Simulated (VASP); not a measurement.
# WSe4 (I-43m) in VASP: notebook

The runs below take WSe4 through single point, with PBE.

All numbers are computed with VASP 6.6.1; they aren't measurements. Logs are shortened: lines on timing, memory, paths and dates and some standing lists are left out, and cuts for length are marked.

### 1 The cell of the first run

It takes space group I-43m (No. 217, cubic). The conventional cell has a = 6.678 Å, b = 6.678 Å, c = 6.678 Å, α = 90.00°, β = 90.00°, γ = 90.00°. W (site symmetry -43m) has 4 Se at 2.14 Å within 2.8 Å. Se (site symmetry 3m) has 1 W at 2.14 Å within 2.8 Å.

### 2 Single point, PBE

The input, INCAR:

```
SYSTEM = WSe4
PREC = Accurate
ENCUT = 520
EDIFF = 1E-6
ISMEAR = 0
SIGMA = 0.1
LREAL = .False.
LASPH = .True.
NELM = 60
ALGO = Normal
ISIF = 2
LWAVE = .False.
LCHARG = .False.
GGA = PE
NBANDS = 27
```

The input, KPOINTS:

```
regular mesh
0
Gamma
  4 4 4
  0 0 0
```

The input, POSCAR:

```
WSe4
1.0
   -3.3388773100      3.3388773100      3.3388773100
    3.3388773100     -3.3388773100      3.3388773100
    3.3388773100      3.3388773100     -3.3388773100
W Se
1 4
Direct
    0.0000000000      0.0000000000      0.0000000000
    0.0000000000      0.6305807800      0.0000000000
    0.3694192200      0.3694192200      0.3694192200
    0.0000000000      0.0000000000      0.6305807800
    0.6305807800      0.0000000000      0.0000000000
```

Potentials or basis: VASP PAW PBE potentials, release 64 (W_sv, Se).

Launch:

```bash
cat potpaw_PBE.64/W_sv/POTCAR potpaw_PBE.64/Se/POTCAR > POTCAR
mpirun -np 1 vasp_std > vasp.out
```

OUTCAR:

```text
SYSTEM = WSe4
   PREC = Accurate
   ENCUT = 520
   EDIFF = 1E-6
   ISMEAR = 0
   LREAL = .False.
   LASPH = .True.
   NELM = 60
   ISIF = 2
   GGA = PE

 ion  position               nearest neighbor table
   1  0.000  0.000  0.000-   2 2.14   3 2.14   4 2.14   5 2.14
   2  0.000  0.631  0.000-   1 2.14
   3  0.369  0.369  0.369-   1 2.14
   4  0.000  0.000  0.631-   1 2.14
   5  0.631  0.000  0.000-   1 2.14

  LATTYP: Found a body centered cubic cell.
 ALAT       =     6.6777546200

  Lattice vectors:

 A1 = (  -3.3388773100,   3.3388773100,   3.3388773100)
 A2 = (   3.3388773100,  -3.3388773100,   3.3388773100)
 A3 = (   3.3388773100,   3.3388773100,  -3.3388773100)

Analysis of symmetry for initial positions (statically):
=====================================================================
 Subroutine PRICEL returns:
 Original cell was already a primitive cell.

 Routine SETGRP: Setting up the symmetry group for a
 body centered cubic supercell.

 Subroutine GETGRP returns: Found 24 space group operations
 (whereof 24 operations were pure point group operations)
 out of a pool of 48 trial point group operations.

The static configuration has the point symmetry T_d .

Analysis of symmetry for dynamics (positions and initial velocities):
=====================================================================
 Subroutine PRICEL returns:
 Original cell was already a primitive cell.

 Routine SETGRP: Setting up the symmetry group for a
 body centered cubic supercell.

 Subroutine GETGRP returns: Found 24 space group operations
 (whereof 24 operations were pure point group operations)
 out of a pool of 48 trial point group operations.

The dynamic configuration has the point symmetry T_d .

 Subroutine INISYM returns: Found 24 space group operations
 (whereof 24 operations are pure point group operations),
 and found     1 'primitive' translations

----------------------------------------------------------------------------------------

                                     Primitive cell

  volume of cell :     148.8886

  direct lattice vectors                    reciprocal lattice vectors
    -3.338877310  3.338877310  3.338877310     0.000000000  0.149750935  0.149750935
     3.338877310 -3.338877310  3.338877310     0.149750935  0.000000000  0.149750935
     3.338877310  3.338877310 -3.338877310     0.149750935  0.149750935  0.000000000

  length of vectors
     5.783105141  5.783105141  5.783105141     0.211779804  0.211779804  0.211779804

  position of ions in fractional coordinates (direct lattice)
     0.000000000  0.000000000  0.000000000
     0.000000000  0.630580780  0.000000000
     0.369419220  0.369419220  0.369419220
     0.000000000  0.000000000  0.630580780
     0.630580780  0.000000000  0.000000000

  ion indices of the primitive-cell ions
   primitive index   ion index
                 1           1
                 2           2
                 3           3
                 4           4
                 5           5

----------------------------------------------------------------------------------------

 KPOINTS: regular mesh

Automatic generation of k-mesh.
 Grid dimensions read from file:
 generate k-points for:    4    4    4

 Generating k-lattice:

  Cartesian coordinates                     Fractional coordinates (reciprocal lattice)
     0.000000000  0.037437734  0.037437734     0.250000000  0.000000000  0.000000000
     0.037437734  0.000000000  0.037437734     0.000000000  0.250000000  0.000000000
     0.037437734  0.037437734  0.000000000     0.000000000  0.000000000  0.250000000

  Length of vectors
     0.052944951  0.052944951  0.052944951

  Shift w.r.t. Gamma in fractional coordinates (k-lattice)
     0.000000000  0.000000000  0.000000000

 Subroutine IBZKPT returns following result:
 ===========================================

 Found      8 irreducible k-points:

 Following reciprocal coordinates:
            Coordinates               Weight
  0.000000  0.000000  0.000000      1.000000
  0.250000  0.000000  0.000000     12.000000
  0.500000  0.000000  0.000000      6.000000
  0.250000  0.250000  0.000000     24.000000
  0.250000  0.250000  0.250000      2.000000
 -0.250000  0.250000  0.250000      6.000000
  0.500000  0.500000  0.250000     12.000000
  0.500000  0.500000  0.500000      1.000000
   k-points           NKPTS =      8   k-points in BZ     NKDIM =      8   number of bands    NBANDS=     27
   number of dos      NEDOS =    301   number of ions     NIONS =      5
   total plane-waves  NPLWV = 110592
   dimension x,y,z NGX =    48 NGY =   48 NGZ =   48
   dimension x,y,z NGXF=    96 NGYF=   96 NGZF=   96
   ions per type =               1   4
   NGX,Y,Z   is equivalent  to a cutoff of  13.80, 13.80, 13.80 a.u.
   NGXF,Y,Z  is equivalent  to a cutoff of  27.60, 27.60, 27.60 a.u.
 SYSTEM =  WSe4
   PREC   = accura    normal or accurate (medium, high low for compatibility)
   ISTART =      0    job   : 0-new  1-cont  2-samecut
   ICHARG =      2    charge: 1-file 2-atom 10-const
   ISPIN  =      1    spin polarized calculation?
   LNONCOLLINEAR =      F non collinear calculations
   LSORBIT =      F    spin-orbit coupling
   LASPH  =      T    aspherical Exc in radial PAW
   ENCUT  =  520.0 eV  38.22 Ry    6.18 a.u.  10.75 10.75 10.75*2*pi/ulx,y,z
   NELM   =     60;   NELMIN=  2; NELMDL= -5     # of ELM steps
   EDIFF  = 0.1E-05   stopping-criterion for ELM
   LREAL  =      F    real-space projection
   EDIFFG = 0.1E-04   stopping-criterion for IOM
   NSW    =      0    number of steps for IOM
   IBRION =     -1    ionic relax: 0-MD 1-quasi-New 2-CG
   NFREE  =      0    steps in history (QN), initial steepest desc. (CG)
   ISIF   =      2    stress and relaxation
   ISYM   =      2    0-nonsym 1-usesym 2-fastsym
   POTIM  = 0.5000    time-step for ionic-motion
   TEBEG  =    0.0;   TEEND  =   0.0 temperature during run
   PSTRESS=    0.0 pullay stress
   NELECT =      38.0000    total number of electrons
   NUPDOWN=      -1.0000    fix difference up-down
   EMIN   =  10.00;   EMAX   =-10.00  energy-range for DOS
   EFERMI =   0.00;   METHOD = LEGACY
   ISMEAR =     0;   SIGMA  =   0.10  broadening in eV -4-tet -1-fermi 0-gaus
   EFERMI_NEDOS =   21; number of points for ismear=-14 and -15
   IALGO  =     38    algorithm
   IMIX   =      4    mixing-type and parameters
     AMIX     =   0.40;   BMIX     =  1.00
     AMIX_MAG =   1.60;   BMIX_MAG =  1.00
  volume/ion in A,a.u.               =      29.78       200.95
  Fermi-wavevector in a.u.,A,eV,Ry     =   1.038442  1.962371 14.672002  1.078362
  Thomas-Fermi vector in A             =   2.172926
   LORBIT       =      0    0 simple, 1 ext, 2 COOP (PROOUT), +10 PAW based schemes
   GGA     = PE    functional components
   LHFCALC =     F    Hartree Fock is set to
   AEXX    =    0.0000 exact exchange contribution
   IVDW    =     0    specifies the selected vdW correction
   LEPSILON=     F    determine dielectric tensor
   LRPA    =     F    only Hartree local field effects (RPA)
 non-spin polarized calculation
 Gauss-broadening in eV      SIGMA  =   0.10
  energy-cutoff  :      520.00
  volume of cell :      148.89
 maximum number of plane-waves:      4093
 NGX is ok and might be reduce to    48
   NGX = 21   NGY = 21   NGZ = 21

 number of electron      38.0000000 magnetization

 Free energy of the ion-electron system (eV)
  ---------------------------------------------------
  ext. energy  EPLUGINS =         0.00000000
  ---------------------------------------------------
  free energy    TOTEN  =       -23.89292326 eV

  energy without entropy =      -23.87641717  energy(sigma->0) =      -23.88467021

 E-fermi :   1.4452     XC(G=0):  -8.4690

 val. band max:        1.2618387661   @ k =   0.2500   0.2500   0.0000
 cond. band min:       1.4802271131   @ k =   0.5000   0.5000   0.2500
 fundamental gap:      0.2183883470
 Fermi energy:         1.4451574223

 k-point     1 :       0.0000    0.0000    0.0000
  band No.  band energies     occupation
      1     -71.6502      2.00000
      2     -36.2218      2.00000
      3     -36.2218      2.00000
      4     -36.2218      2.00000
      5     -11.7664      2.00000
      6     -10.1989      2.00000
[... 19 lines left out ...]
     26       7.1907      0.00000
     27       8.2829      0.00000

 k-point     2 :       0.2500    0.0000    0.0000
  band No.  band energies     occupation
      1     -71.6502      2.00000
      2     -36.2219      2.00000
      3     -36.2219      2.00000
      4     -36.2218      2.00000
      5     -11.5717      2.00000
      6     -10.3217      2.00000
[... 19 lines left out ...]
     26       8.4102      0.00000
     27       8.5134      0.00000

 k-point     3 :       0.5000    0.0000    0.0000
  band No.  band energies     occupation
      1     -71.6502      2.00000
      2     -36.2220      2.00000
      3     -36.2219      2.00000
      4     -36.2218      2.00000
      5     -11.2858      2.00000
      6     -10.5528      2.00000
[... 19 lines left out ...]
     26       8.4925      0.00000
     27       9.0461      0.00000

 k-point     4 :       0.2500    0.2500    0.0000
  band No.  band energies     occupation
      1     -71.6502      2.00000
      2     -36.2219      2.00000
      3     -36.2219      2.00000
      4     -36.2218      2.00000
      5     -11.2959      2.00000
      6     -10.4568      2.00000
[... 19 lines left out ...]
     26       8.6514      0.00000
     27       9.0763      0.00000

 k-point     5 :       0.2500    0.2500    0.2500
  band No.  band energies     occupation
      1     -71.6502      2.00000
      2     -36.2219      2.00000
      3     -36.2219      2.00000
      4     -36.2219      2.00000
      5     -11.2114      2.00000
      6     -10.3961      2.00000
[... 19 lines left out ...]
     26       9.4059      0.00000
     27       9.4059      0.00000

 k-point     6 :      -0.2500    0.2500    0.2500
  band No.  band energies     occupation
      1     -71.6502      2.00000
      2     -36.2219      2.00000
      3     -36.2219      2.00000
      4     -36.2219      2.00000
      5     -11.3778      2.00000
      6     -10.3617      2.00000
[... 19 lines left out ...]
     26       8.4882      0.00000
     27       9.1984      0.00000

 k-point     7 :       0.5000    0.5000    0.2500
  band No.  band energies     occupation
      1     -71.6502      2.00000
      2     -36.2219      2.00000
      3     -36.2219      2.00000
      4     -36.2219      2.00000
      5     -11.0821      2.00000
      6     -10.5331      2.00000
[... 19 lines left out ...]
     26       8.8206      0.00000
     27       9.6311      0.00000

 k-point     8 :       0.5000    0.5000    0.5000
  band No.  band energies     occupation
      1     -71.6502      2.00000
      2     -36.2219      2.00000
      3     -36.2219      2.00000
      4     -36.2219      2.00000
      5     -10.6933      2.00000
      6     -10.5131      2.00000
[... 19 lines left out ...]
     26      10.0440      0.00000
     27      10.1170      0.00000

------------------------ aborting loop because EDIFF is reached ----------------------------------------

  FORCE on cell =-STRESS in cart. coord.  units (eV):
  Direction    XX          YY          ZZ          XY          YZ          ZX
  --------------------------------------------------------------------------------------
  -------------------------------------------------------------------------------------
  Total       18.8453636     18.8453636     18.8453636      0.0000000      0.0000000      0.0000000
  in kB      202.7933595    202.7933595    202.7933595      0.0000000      0.0000000      0.0000000
  external PRESSURE =     202.7933595 kB  Pullay stress =       0.0000000 kB

 VOLUME and BASIS-vectors are now :
 -----------------------------------------------------------------------------
  energy-cutoff  :      520.00
  volume of cell :      148.89
      direct lattice vectors                 reciprocal lattice vectors
    -3.338877310  3.338877310  3.338877310     0.000000000  0.149750935  0.149750935
     3.338877310 -3.338877310  3.338877310     0.149750935  0.000000000  0.149750935
     3.338877310  3.338877310 -3.338877310     0.149750935  0.149750935  0.000000000

 POSITION                                       TOTAL-FORCE (eV/Angst)
 -----------------------------------------------------------------------------------
      0.00000      0.00000      0.00000         0.000000     -0.000000     -0.000000
      2.10543     -2.10543      2.10543        -3.462706      3.462706     -3.462706
      1.23345      1.23345      1.23345         3.462706      3.462706      3.462706
      2.10543      2.10543     -2.10543        -3.462706     -3.462706      3.462706
     -2.10543      2.10543      2.10543         3.462706     -3.462706     -3.462706
 -----------------------------------------------------------------------------------
    total drift:                               -0.000003     -0.000003     -0.000004

  FREE ENERGIE OF THE ION-ELECTRON SYSTEM (eV)
  ---------------------------------------------------
  free  energy   TOTEN  =       -23.8929232572 eV

  energy  without entropy=      -23.8764171678  energy(sigma->0) =      -23.88467021
```

Run time: 27 s. Hardware: 1 thread of Intel Xeon 6975P-C (Granite Rapids), shared host; peak memory 0.32 GiB.

What came out:

* Free energy: -23.8929 eV
* Pressure: 20.3 GPa
* Largest force: 5.998 eV/Å
* Band gap on the k mesh: zero (band 19 reaches 2.36 eV, above the bottom of band 20 at -0.06 eV)

Forces in eV/Å, atoms in the order of the input:
```
W    0.000  0.000  0.000
Se  -3.463  3.463 -3.463
Se   3.463  3.463  3.463
Se  -3.463 -3.463  3.463
Se   3.463 -3.463 -3.463
```

Caveat: spin-orbit coupling is left out, which moves the levels of the heavy elements; forces of over 1 eV/Å act on the atoms, so gaps and moduli don't describe the material at rest.

### 3 Single point, PBE

This run uses another cell than the first one, of 34.95 Å³/atom, 1.174 times its volume.

The input, INCAR:

```
ALGO = Normal
EDIFF = 1E-6
ENCUT = 520
GGA = PE
ISIF = 2
ISMEAR = 0
LASPH = T
LCHARG = F
LREAL = F
LWAVE = F
NBANDS = 27
NELM = 100
PREC = Accurate
SIGMA = 0.1
```

The input, KPOINTS:

```
k-points
0
Gamma
  4 4 4
```

The input, POSCAR:

```
WSe4
1.0
   -3.5218621097      3.5218621097      3.5218621097
    3.5218621097     -3.5218621097      3.5218621097
    3.5218621097      3.5218621097     -3.5218621097
W Se
1 4
Direct
    0.0000000000      0.0000000000      0.0000000000
    0.0000000000      0.6182296900      0.0000000000
    0.3817703100      0.3817703100      0.3817703100
    0.0000000000      0.0000000000      0.6182296900
    0.6182296900      0.0000000000      0.0000000000
```

Potentials or basis: VASP PAW PBE potentials, release 64 (W_sv, Se).

Launch:

```bash
cat potpaw_PBE.64/W_sv/POTCAR potpaw_PBE.64/Se/POTCAR > POTCAR
mpirun -np 1 vasp_std > vasp.out
```

Run time: 27 s. Hardware: 1 thread of Intel Xeon 6975P-C (Granite Rapids), shared host; peak memory 0.32 GiB.

It converged, with:

- Free energy: -26.0964 eV
- Pressure: 0.3 GPa
- Largest force: 0.078 eV/Å
- Band gap on the k mesh: zero (band 19 reaches 1.07 eV, above the bottom of band 20 at -0.94 eV)

Forces on the atoms (eV/Å):
```
W    0.000  0.000  0.000
Se  -0.045  0.045 -0.045
Se   0.045  0.045  0.045
Se  -0.045 -0.045  0.045
Se   0.045 -0.045 -0.045
```

Levels at points of the mesh, in eV from the Fermi level:
| k point | band 16 | band 17 | band 18 | band 19 | band 20 | band 21 | band 22 | band 23 |
| --- | --- | --- | --- | --- | --- | --- | --- | --- |
| (0.00, 0.00, 0.00) | -1.51 | -1.51 | -1.27 | -1.27 | -1.27 | 3.08 | 3.08 | 3.12 |
| (0.50, 0.00, 0.00) | -1.05 | -0.75 | -0.71 | -0.21 | 0.36 | 2.11 | 2.31 | 2.68 |
| (0.50, 0.50, 0.50) | -0.39 | -0.39 | 0.74 | 0.74 | 0.74 | 1.62 | 1.62 | 3.84 |

Caveat: spin-orbit coupling is left out, which moves the levels of the heavy elements.
